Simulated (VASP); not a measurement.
# WCl (R-3m) in VASP: a series of runs

WCl is run at these levels: PBE; tasks: relaxation of cell and atoms, single point.

Everything below comes from runs of VASP 6.6.1. Logs are shortened: lines on timing, memory, paths and dates and some standing lists are left out, and cuts for length are marked.

## (1) The cell of the first run

Symmetry: R-3m, No. 166, trigonal system. The conventional cell has a = 3.300 Å, b = 3.300 Å, c = 27.900 Å, α = 90.00°, β = 90.00°, γ = 120.00°. W (site symmetry 3m) has 3 Cl at 2.52 Å and 9 W at 2.73 to 3.30 Å within 3.3 Å. Cl (site symmetry 3m) has 3 W at 2.52 Å and 6 Cl at 3.30 Å within 3.3 Å.

## (2) Relaxation of cell and atoms, PBE

File INCAR:

```
SYSTEM = WCl
ALGO = Normal
EDIFF = 1E-7
EDIFFG = -0.08
ENCUT = 600
GGA = PE
IBRION = 2
ISIF = 3
ISMEAR = 0
LASPH = .True.
LCHARG = .False.
LREAL = .False.
LWAVE = .False.
NELM = 100
NSW = 36
PREC = Accurate
SIGMA = 0.2
```

File KPOINTS:

```
k-points
0
Gamma
  7 7 7
  0 0 0
```

File POSCAR:

```
WCl
1.0
    1.6500000000      0.9526279400      9.3000000000
   -1.6500000000      0.9526279400      9.3000000000
    0.0000000000     -1.9052558900      9.3000000000
W Cl
2 2
Direct
    0.7984000000      0.7984000000      0.7984000000
    0.2016000000      0.2016000000      0.2016000000
    0.4060000000      0.4060000000      0.4060000000
    0.5940000000      0.5940000000      0.5940000000
```

Potentials or basis: VASP PAW PBE potentials, release 64 (W_sv, Cl).

Command:

```
cat potpaw_PBE.64/W_sv/POTCAR potpaw_PBE.64/Cl/POTCAR > POTCAR
mpirun -np 1 vasp_std > vasp.out
```

OUTCAR:

```text
SYSTEM = WCl
   EDIFF = 1E-7
   EDIFFG = -0.08
   ENCUT = 600
   GGA = PE
   IBRION = 2
   ISIF = 3
   ISMEAR = 0
   LASPH = .True.
   LREAL = .False.
   NELM = 100
   NSW = 36
   PREC = Accurate

 ion  position               nearest neighbor table
   1  0.798  0.798  0.798-   3 2.52   3 2.52   3 2.52   2 2.73   2 2.73   2 2.73
   2  0.202  0.202  0.202-   4 2.52   4 2.52   4 2.52   1 2.73   1 2.73   1 2.73
   3  0.406  0.406  0.406-   1 2.52   1 2.52   1 2.52
   4  0.594  0.594  0.594-   2 2.52   2 2.52   2 2.52

  LATTYP: Found a trigonal (rhomboedric) cell.
 ALAT       =     9.4931554286
 COS(alpha) =     0.9395805593

  Lattice vectors:

 A1 = (   1.6500000000,   0.9526279400,   9.3000000000)
 A2 = (  -1.6500000000,   0.9526279400,   9.3000000000)
 A3 = (   0.0000000000,  -1.9052558900,   9.3000000000)

Analysis of symmetry for initial positions (statically):
=====================================================================
 Subroutine PRICEL returns:
 Original cell was already a primitive cell.

 Routine SETGRP: Setting up the symmetry group for a
 trigonal (rhombohedral) supercell.

 Subroutine GETGRP returns: Found 12 space group operations
 (whereof 12 operations were pure point group operations)
 out of a pool of 12 trial point group operations.

The static configuration has the point symmetry D_3d.

Analysis of symmetry for dynamics (positions and initial velocities):
=====================================================================
 Subroutine PRICEL returns:
 Original cell was already a primitive cell.

 Routine SETGRP: Setting up the symmetry group for a
 trigonal (rhombohedral) supercell.

 Subroutine GETGRP returns: Found 12 space group operations
 (whereof 12 operations were pure point group operations)
 out of a pool of 12 trial point group operations.

The dynamic configuration has the point symmetry D_3d.

 Subroutine INISYM returns: Found 12 space group operations
 (whereof 12 operations are pure point group operations),
 and found     1 'primitive' translations

----------------------------------------------------------------------------------------

                                     Primitive cell

  volume of cell :      87.7085

  direct lattice vectors                    reciprocal lattice vectors
     1.650000000  0.952627940  9.300000000     0.303030303  0.174954627  0.035842294
[... 106 lines left out ...]
   EFERMI_NEDOS =   21; number of points for ismear=-14 and -15
   IALGO  =     38    algorithm
   IMIX   =      4    mixing-type and parameters
     AMIX     =   0.40;   BMIX     =  1.00
     AMIX_MAG =   1.60;   BMIX_MAG =  1.00
  volume/ion in A,a.u.               =      21.93       147.97
  Fermi-wavevector in a.u.,A,eV,Ry     =   1.280789  2.420339 22.319260  1.640419
  Thomas-Fermi vector in A             =   2.413196
   LORBIT       =      0    0 simple, 1 ext, 2 COOP (PROOUT), +10 PAW based schemes
   GGA     = PE    functional components
   LHFCALC =     F    Hartree Fock is set to
   AEXX    =    0.0000 exact exchange contribution
   IVDW    =     0    specifies the selected vdW correction
   LEPSILON=     F    determine dielectric tensor
   LRPA    =     F    only Hartree local field effects (RPA)
 conjugate gradient relaxation of ions
 non-spin polarized calculation
 Gauss-broadening in eV      SIGMA  =   0.20
  energy-cutoff  :      600.00
  volume of cell :       87.71
 maximum number of plane-waves:      2984
 NGX is ok and might be reduce to    80
   NGX = 37   NGY = 37   NGZ = 37

--------------------------------------- Ionic step        1  -------------------------------------------

 number of electron      42.0000000 magnetization

 Free energy of the ion-electron system (eV)
  ---------------------------------------------------
  ext. energy  EPLUGINS =         0.00000000
  ---------------------------------------------------
  free energy    TOTEN  =       -28.95109859 eV

  energy without entropy =      -28.87321778  energy(sigma->0) =      -28.91215819

------------------------ aborting loop because EDIFF is reached ----------------------------------------

  FORCE on cell =-STRESS in cart. coord.  units (eV):
  Direction    XX          YY          ZZ          XY          YZ          ZX
  --------------------------------------------------------------------------------------
  -------------------------------------------------------------------------------------
  Total       -3.5645490     -3.5645490      2.3286838      0.0000000     -0.0000000      0.0000000
  in kB      -65.1139011    -65.1139010     42.5382530      0.0000000     -0.0000000      0.0000000
  external PRESSURE =     -29.2298497 kB  Pullay stress =       0.0000000 kB
[... 95 lines left out ...]
  FREE ENERGIE OF THE ION-ELECTRON SYSTEM (eV)
  ---------------------------------------------------
  free  energy   TOTEN  =       -29.5122845329 eV

  energy  without entropy=      -29.4608130002  energy(sigma->0) =      -29.48654877

 E-fermi :   5.1084     XC(G=0): -10.0321

 val. band max:        5.0263643002   @ k =  -0.1429   0.1429   0.0000
 cond. band min:       5.2418309213   @ k =  -0.1429   0.1429   0.1429
 fundamental gap:      0.2154666211
 Fermi energy:         5.1083539590

 k-point     1 :       0.0000    0.0000    0.0000
  band No.  band energies     occupation
      1     -69.1452      2.00000
      2     -68.9276      2.00000
      3     -33.7824      2.00000
      4     -33.3364      2.00000
      5     -33.3364      2.00000
      6     -32.8828      2.00000
[... 661 lines left out ...]
     24       6.6892      0.00000
     25       7.5374      0.00000

 [... further k-points ...]

[... ionic steps 4 to 7 ...]

--------------------------------------- Ionic step        8  -------------------------------------------

 number of electron      41.9999998 magnetization

------------------------ aborting loop because EDIFF is reached ----------------------------------------
[... 71 lines left out ...]
--------------------------------------- Ionic step       10  -------------------------------------------

 number of electron      41.9999997 magnetization

 Free energy of the ion-electron system (eV)
  ---------------------------------------------------
  ext. energy  EPLUGINS =         0.00000000
  ---------------------------------------------------
  free energy    TOTEN  =       -29.89516558 eV

  energy without entropy =      -29.85202452  energy(sigma->0) =      -29.87359505

 E-fermi :   4.9627     XC(G=0):  -9.9461

 val. band max:        4.9158799707   @ k =  -0.1429   0.1429   0.0000
 cond. band min:       4.9967998849   @ k =  -0.1429   0.1429   0.1429
 fundamental gap:      0.0809199141
 Fermi energy:         4.9626558926

 k-point     1 :       0.0000    0.0000    0.0000
  band No.  band energies     occupation
      1     -69.2222      2.00000
      2     -69.0022      2.00000
      3     -33.8220      2.00000
      4     -33.4577      2.00000
      5     -33.4577      2.00000
      6     -32.9674      2.00000
[... 694 lines left out ...]
  FREE ENERGIE OF THE ION-ELECTRON SYSTEM (eV)
  ---------------------------------------------------
  free  energy   TOTEN  =       -29.8951655813 eV

  energy  without entropy=      -29.8520245237  energy(sigma->0) =      -29.87359505

 reached required accuracy - stopping structural energy minimisation
```

Run time: 67 min. Hardware: 1 thread of Intel Xeon 6975P-C (Granite Rapids), shared host; peak memory 1.1 GiB.

What came out:

```yaml
Free_energy: -29.8952 eV
Relaxed_volume: 22.23 Å³/atom
Relaxed_cell: a = 9.740 Å, b = 9.740 Å, c = 9.740 Å, α = 19.37°, β = 19.37°, γ = 19.37°
Space_group_after_relaxing_to_0.1_Å: R-3m (No. 166)
Energy_gained_by_relaxing: 236.0 meV/atom
Ionic_steps: 10
Pressure_after_relaxing: -0.3 GPa
Largest_force_after_relaxing: 0.034 eV/Å
Band_gap_on_the_k_mesh: zero (bands 21 and 22 overlap by 1.97 eV)
```

Forces in eV/Å, atoms in the order of the input:
```
W    0.000  0.000  0.003
W    0.000  0.000 -0.003
Cl   0.000  0.000  0.034
Cl   0.000  0.000 -0.034
```

Stress tensor (GPa, compression positive):
```
-0.25  0.00  0.00
 0.00 -0.25  0.00
 0.00  0.00 -0.36
```

The path:
| step | energy change (eV) | largest force (eV/Å) | pressure (GPa) | volume (Å³) |
| --- | --- | --- | --- | --- |
| 1 | 0.0000 | 1.7246 | -2.92 | 87.71 |
| 2 | -0.5417 | 1.7941 | 5.09 | 82.59 |
| 3 | -0.5612 | 1.5087 | 7.66 | 81.40 |
| 4 | -0.6897 | 1.4059 | 6.20 | 83.87 |
| 5 | -0.7230 | 0.2956 | 6.35 | 83.21 |
| 6 | -0.8727 | 0.3901 | 0.03 | 87.45 |
| 7 | -0.8841 | 0.4923 | -2.18 | 89.24 |
| 8 | -0.9332 | 0.4704 | -0.49 | 89.13 |
| 9 | -0.9339 | 0.6032 | -0.25 | 89.12 |
| 10 | -0.9441 | 0.0342 | -0.28 | 88.90 |

Final structure:
```xyz
4
Lattice="1.6389 0.9462 9.5544 -1.6389 0.9462 9.5544 0.0000 -1.8924 9.5544" Properties=species:S:1:pos:R:3 pbc="T T T"
W     0.0000    0.0000   23.0450
W     0.0000    0.0000    5.6180
Cl    0.0000    0.0000   11.5539
Cl    0.0000    0.0000   17.1092
```

Levels at points of the mesh, in eV from the Fermi level:
```csv
k point,band 17,band 18,band 19,band 20,band 21,band 22,band 23,band 24,band 25
"(0.00, 0.00, 0.00)",-2.54,-2.54,-1.57,-1.57,-0.84,-0.84,1.76,2.12,2.12
```

Caveat: spin-orbit coupling is left out, which moves the levels of the heavy elements; the relaxation stopped at a loose force limit of 0.08 eV/Å, so its end isn't a converged minimum.

## (3) Relaxation of cell and atoms, PBE

This run uses another cell than the first one, of 20.59 Å³/atom.

File INCAR:

```
SYSTEM = WCl
ALGO = Normal
EDIFF = 1E-7
EDIFFG = -0.08
ENCUT = 600
GGA = PE
IBRION = 2
ISIF = 3
ISMEAR = 0
LASPH = .TRUE.
LCHARG = .FALSE.
LREAL = .FALSE.
LWAVE = .FALSE.
NELM = 60
NSW = 36
PREC = Accurate
SIGMA = 0.2
```

File KPOINTS:

```
k-points
0
G
  6 6 6
  0 0 0
```

File POSCAR:

```
WCl
1.0
    1.9195353400      1.1082442500      6.4525172600
   -1.9195353400      1.1082442500      6.4525172600
    0.0000000000     -2.2164884900      6.4525172600
W Cl
2 2
Direct
    0.5979999900      0.5979999900      0.5979999900
    0.4020000100      0.4020000100      0.4020000100
    0.8703333100      0.8703333100      0.8703333100
    0.1296666900      0.1296666900      0.1296666900
```

Potentials or basis: VASP PAW PBE potentials, release 64 (W_sv, Cl).

Command:

```
cat potpaw_PBE.64/W_sv/POTCAR potpaw_PBE.64/Cl/POTCAR > POTCAR
mpirun -np 1 vasp_std > vasp.out
```

It took 37 min on 1 thread of Intel Xeon 6975P-C (Granite Rapids), shared host; peak memory 0.53 GiB.

Results (log left out):

```
Free energy                           : -29.7610 eV
Relaxed volume                        : 21.42 Å³/atom
Relaxed cell                          : a = 9.341 Å, b = 9.341 Å, c = 9.341 Å, α = 20.28°, β = 20.28°, γ = 20.28°
Space group after relaxing (to 0.1 Å) : R-3m (No. 166)
Energy gained by relaxing             : 1760.5 meV/atom
Ionic steps                           : 26
Pressure after relaxing               : -0.1 GPa
Largest force after relaxing          : 0.040 eV/Å
Band gap on the k mesh                : zero (bands 21 and 22 overlap by 2.06 eV)
```

Forces in eV/Å, atoms in the order of the input:
```
W    0.000  0.000  0.022
W    0.000  0.000 -0.022
Cl   0.000  0.000 -0.040
Cl   0.000  0.000  0.040
```

Stress tensor (GPa, compression positive):
```
-0.32  0.00  0.00
 0.00 -0.32  0.00
 0.00  0.00  0.37
```

Step by step:
| step | energy change (eV) | largest force (eV/Å) | pressure (GPa) | volume (Å³) |
| --- | --- | --- | --- | --- |
| 1 | 0.0000 | 3.4958 | -14.10 | 82.36 |
| 2 | -1.5581 | 4.3596 | 22.59 | 62.57 |
| 3 | -1.6972 | 3.8841 | 10.29 | 66.06 |
| 4 | -3.2183 | 1.6175 | 15.19 | 65.42 |
| 5 | -3.3497 | 2.3226 | 20.58 | 65.18 |
| 6 | -4.9746 | 3.1568 | 7.79 | 72.08 |
| 7 | -4.7394 | 9.2528 | 2.26 | 93.93 |
| 8 | -6.3831 | 2.5124 | 1.17 | 82.04 |
| 9 | -6.7146 | 1.2241 | -5.97 | 83.80 |
| 10 | -6.7151 | 1.3378 | -6.17 | 83.86 |
| 11 | -6.9470 | 1.0056 | -2.32 | 80.31 |
| 12 | -6.9857 | 0.7483 | 0.16 | 78.46 |
| 13 | -6.9861 | 0.7111 | 0.50 | 78.23 |
| 14 | -6.9956 | 0.2985 | 1.12 | 78.64 |
| 15 | -6.9964 | 0.1634 | 0.98 | 78.55 |
| 16 | -7.0005 | 0.2405 | -0.12 | 79.32 |
| 17 | -7.0009 | 0.2710 | -0.54 | 79.63 |
| 18 | -7.0051 | 0.2505 | -0.49 | 79.83 |
| 19 | -7.0157 | 0.1913 | -0.30 | 80.44 |
| 20 | -7.0297 | 0.1610 | 0.15 | 81.64 |
| 21 | -7.0341 | 0.4358 | 1.32 | 84.05 |
| 22 | -7.0365 | 0.3204 | 1.05 | 84.37 |
| 23 | -7.0402 | 0.1063 | 0.23 | 85.32 |
| 24 | -7.0403 | 0.1050 | 0.04 | 85.56 |
| 25 | -7.0409 | 0.0886 | 0.01 | 85.59 |
| 26 | -7.0421 | 0.0398 | -0.09 | 85.68 |

Final structure:
```yaml
crystal:
  lattice:
    - [1.64450, 0.94945, 9.14545]
    - [-1.64450, 0.94945, 9.14545]
    - [0.00000, -1.89891, 9.14545]
  atoms:
    - { symbol: W, position: [0.63612, 0.63612, 0.63612] }
    - { symbol: W, position: [0.36388, 0.36388, 0.36388] }
    - { symbol: Cl, position: [0.89929, 0.89929, 0.89929] }
    - { symbol: Cl, position: [0.10071, 0.10071, 0.10071] }
```

Levels at points of the mesh, in eV from the Fermi level:
| k point | band 19 | band 20 | band 21 | band 22 | band 23 | band 24 |
| --- | --- | --- | --- | --- | --- | --- |
| (0.00, 0.00, 0.00) | -1.79 | -1.79 | -1.06 | -1.06 | 1.56 | 1.92 |
| (0.50, 0.00, 0.00) | -2.21 | -0.97 | 0.99 | 1.55 | 1.68 | 1.94 |
| (0.50, 0.50, 0.00) | -2.27 | -1.00 | 0.99 | 1.67 | 1.68 | 1.97 |
| (0.50, 0.50, 0.50) | -1.80 | -1.80 | -1.05 | -1.05 | 1.56 | 1.92 |

Caveat: a cell axis changed by over 15 % at a fixed basis, so the end point is rough; spin-orbit coupling is left out, which moves the levels of the heavy elements; the relaxation stopped at a loose force limit of 0.08 eV/Å, so its end isn't a converged minimum.

## (4) Single point, PBE

This run uses another cell than the first one, of 22.18 Å³/atom.

File INCAR:

```
SYSTEM = WCl
  PREC = Accurate
  ENCUT = 520
  EDIFF = 1E-7
  ISMEAR = 0
  SIGMA = 0.1
  LREAL = .FALSE.
  LASPH = .TRUE.
  NELM = 80
  ALGO = Normal
  ISIF = 2
  LWAVE = .FALSE.
  LCHARG = .FALSE.
  GGA = PE
  NBANDS = 29
```

File KPOINTS:

```
regular mesh
0
G
  12 12 12
  0 0 0
```

File POSCAR:

```
WCl
1.0
    1.6378189690      0.9455952226      9.5489117800
   -1.6378189690      0.9455952226      9.5489117800
    0.0000000000     -1.8911904452      9.5489117800
W Cl
2 2
Direct
    0.8040225842      0.8040225842      0.8040225842
    0.1959774158      0.1959774158      0.1959774158
    0.4032632425      0.4032632425      0.4032632425
    0.5967367575      0.5967367575      0.5967367575
```

Potentials or basis: VASP PAW PBE potentials, release 64 (W_sv, Cl).

Command:

```
cat potpaw_PBE.64/W_sv/POTCAR potpaw_PBE.64/Cl/POTCAR > POTCAR
mpirun -np 1 vasp_std > vasp.out
```

OUTCAR:

```text
SYSTEM = WCl
   PREC = Accurate
   ENCUT = 520
   EDIFF = 1E-7
   ISMEAR = 0
   LREAL = .FALSE.
   LASPH = .TRUE.
   NELM = 80
   ISIF = 2
   GGA = PE

 ion  position               nearest neighbor table
   1  0.804  0.804  0.804-   2 2.53   2 2.53   2 2.53   3 2.70   3 2.70   3 2.70
   2  0.196  0.196  0.196-   1 2.53   1 2.53   1 2.53   4 2.70   4 2.70   4 2.70
   3  0.403  0.403  0.403-   1 2.70   1 2.70   1 2.70
   4  0.597  0.597  0.597-   2 2.70   2 2.70   2 2.70

  LATTYP: Found a trigonal (rhomboedric) cell.
 ALAT       =     9.7343883980
 COS(alpha) =     0.9433833135

  Lattice vectors:

 A1 = (   1.6378189690,   0.9455952226,   9.5489117800)
 A2 = (  -1.6378189690,   0.9455952226,   9.5489117800)
 A3 = (   0.0000000000,  -1.8911904452,   9.5489117800)

Analysis of symmetry for initial positions (statically):
=====================================================================
 Subroutine PRICEL returns:
 Original cell was already a primitive cell.

 Routine SETGRP: Setting up the symmetry group for a
 trigonal (rhombohedral) supercell.

[... 167 lines left out ...]

  energy without entropy =      -29.84981156  energy(sigma->0) =      -29.85553207

 E-fermi :   5.1734     XC(G=0):  -9.9509

 val. band max:        5.1733715556   @ k =   0.5000   0.1667   0.1667
 cond. band min:       5.1767574243   @ k =  -0.3333  -0.4167   0.2500
 fundamental gap:      0.0033858687
 Fermi energy:         5.1734457016

 k-point     1 :       0.0000    0.0000    0.0000
  band No.  band energies     occupation
      1     -69.1992      2.00000
      2     -68.9766      2.00000
      3     -33.7997      2.00000
      4     -33.4389      2.00000
      5     -33.4389      2.00000
      6     -32.9440      2.00000
[... 757 lines left out ...]
     28       9.9954      0.00000
     29      11.4495      0.00000

 [... further k-points ...]

------------------------ aborting loop because EDIFF is reached ----------------------------------------

  FORCE on cell =-STRESS in cart. coord.  units (eV):
  Direction    XX          YY          ZZ          XY          YZ          ZX
  --------------------------------------------------------------------------------------
  -------------------------------------------------------------------------------------
  Total        0.0599256      0.0599256      0.0891266      0.0000000      0.0000000      0.0000000
  in kB        1.0820482      1.0820482      1.6093171      0.0000000      0.0000000      0.0000000
  external PRESSURE =       1.2578045 kB  Pullay stress =       0.0000000 kB

 VOLUME and BASIS-vectors are now :
 -----------------------------------------------------------------------------
  energy-cutoff  :      520.00
  volume of cell :       88.73
      direct lattice vectors                 reciprocal lattice vectors
     1.637818969  0.945595223  9.548911780     0.305284045  0.176255826  0.034907992
    -1.637818969  0.945595223  9.548911780    -0.305284045  0.176255826  0.034907992
     0.000000000 -1.891190445  9.548911780     0.000000000 -0.352511651  0.034907992

 POSITION                                       TOTAL-FORCE (eV/Angst)
 -----------------------------------------------------------------------------------
      0.00000      0.00000     23.03262         0.000000     -0.000000     -0.043515
      0.00000      0.00000      5.61411         0.000000      0.000000      0.043515
      0.00000      0.00000     11.55218         0.000000      0.000000     -0.009841
      0.00000      0.00000     17.09456         0.000000      0.000000      0.009841
 -----------------------------------------------------------------------------------
    total drift:                                0.000000      0.000000     -0.000000

  FREE ENERGIE OF THE ION-ELECTRON SYSTEM (eV)
  ---------------------------------------------------
  free  energy   TOTEN  =       -29.8612525768 eV

  energy  without entropy=      -29.8498115581  energy(sigma->0) =      -29.85553207
```

It took 30 min on 1 thread of Intel Xeon 6975P-C (Granite Rapids), shared host; peak memory 1 GiB.

Results:

| Item | Value |
| --- | --- |
| Free energy | -29.8613 eV |
| Pressure | 0.1 GPa |
| Largest force | 0.044 eV/Å |
| Band gap on the k mesh | zero (bands 21 and 22 overlap by 2.01 eV) |

Forces in eV/Å, atoms in the order of the input:
```
W    0.000  0.000 -0.044
W    0.000  0.000  0.044
Cl   0.000  0.000 -0.010
Cl   0.000  0.000  0.010
```

Caveat: spin-orbit coupling is left out, which moves the levels of the heavy elements.

## (5) The runs side by side

| task | cell | k mesh | cutoff (eV) | smearing | gap on the mesh (eV) | pressure (GPa) | relaxed volume (Å³/atom) | largest force (eV/Å) |
| --- | --- | --- | --- | --- | --- | --- | --- | --- |
| relaxation of cell and atoms | relaxed from a = 9.493 Å, angles 20.0°, 4 atoms, atomic positions A | 7 × 7 × 7 | 600 | gaussian 0.2 eV | none | -0.3 | 22.23 | 0.03 |
| relaxation of cell and atoms | relaxed from a = 6.823 Å, angles 32.7°, 4 atoms, atomic positions B | 6 × 6 × 6 | 600 | gaussian 0.2 eV | none | -0.1 | 21.42 | 0.04 |
| single point | a = 9.734 Å, angles 19.4°, 4 atoms, atomic positions C | 12 × 12 × 12 | 520 | gaussian 0.1 eV | none | 0.1 | - | 0.04 |

Alike in all rows: level PBE; potentials or basis VASP PAW PBE potentials, release 64 (W_sv, Cl); no spin polarisation.

Caveats: spin-orbit coupling is left out, which moves the levels of the heavy elements; the relaxation stopped at a loose force limit of 0.08 eV/Å, so its end isn't a converged minimum (at least some runs); a cell axis changed by over 15 % at a fixed basis, so the end point is rough (at least some runs).

Absolute energies hang on the potentials; compare differences alone.

The gap in the log of VASP goes by the Fermi energy; the results here count the filled bands.